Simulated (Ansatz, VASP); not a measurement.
# Ag in VASP and in Ansatz

File INCAR:

```
SYSTEM = Ag
PREC     = Accurate       ! precision mode
ENCUT    = 520            ! plane-wave cutoff, eV
EDIFF    = 1E-6           ! SCF threshold, eV
ISMEAR   = 0              ! smearing method
SIGMA    = 0.15           ! smearing width, eV
LREAL    = .False.        ! projectors in reciprocal space
LASPH    = .True.         ! aspherical terms in the spheres
NELM     = 100            ! most SCF steps
ALGO     = Fast           ! electronic algorithm
ISIF     = 2              ! what is computed and relaxed
LWAVE    = .False.        ! write WAVECAR
LCHARG   = .False.        ! write CHGCAR
GGA      = PS             ! functional
NBANDS   = 12             ! bands
```

The input KPOINTS:

```
Automatic mesh
0
Gamma
  14 14 14
  0 0 0
```

File POSCAR:

```
Ag
1.0
   -0.0383145568      1.9617819999      1.9262204239
    2.0515959885     -0.0708799725      1.9587858396
    2.0645426724      2.0072940994     -0.0838266564
Ag
1
Direct
    0.0000000000      0.0000000000      0.0000000000
```

Input for Ansatz:

```yaml
crystal:
  lattice:
    - [-0.0383145568, 1.9617819999, 1.9262204239]
    - [2.0515959885, -0.0708799725, 1.9587858396]
    - [2.0645426724, 2.0072940994, -0.0838266564]
  atoms:
    - { symbol: Ag, position: [0.0, 0.0, 0.0] }
basis:
  ecutwfc: 420
kpoints:
  mp_grid: { grid: [14, 14, 14] }
hamiltonian:
  xc: pbesol
scf:
  occupations: { method: gaussian, width: 0.15 }
output:
  forces: true
  stress: true
  eigenvalues: true
```

Change from the starting cell: cell sheared at random, sigma 0.03, atoms nudged by 0.01 Å.

Alike in both runs: task single point; functional PBEsol; k mesh 14 × 14 × 14; occupations gaussian, width 0.15 eV; no spin polarisation.

|  | VASP | Ansatz |
| --- | --- | --- |
| version | VASP 6.6.1 | Ansatz 0.2.0 |
| potentials or method | VASP PAW PBE potentials, release 64 (Ag), cutoff 520 eV | scalar-relativistic, plane waves, PAW |
| valence electrons in the cell | 11 | 19 |

VASP gave:

```
gap on the k mesh at the Fermi level (eV)                     : none
pressure (GPa)                                                : 0.6
traceless stress, the component that is largest in VASP (GPa) : 3.37
```

Question: Which values does Ansatz return?

Answer: gap on the k mesh at the Fermi level (eV): none; pressure (GPa): 0.7; traceless stress, the component that is largest in VASP (GPa): 3.39.

VASP's potentials were made for PBE, not for PBEsol. A gap of «none» marks a metal or a gap that the smearing closes. With one functional, cell and mesh, what is left measures potentials, basis and numerics. VASP's potentials hold 11 valence electrons a cell and Ansatz's 19, so a difference there can come from the potentials and not from the codes.
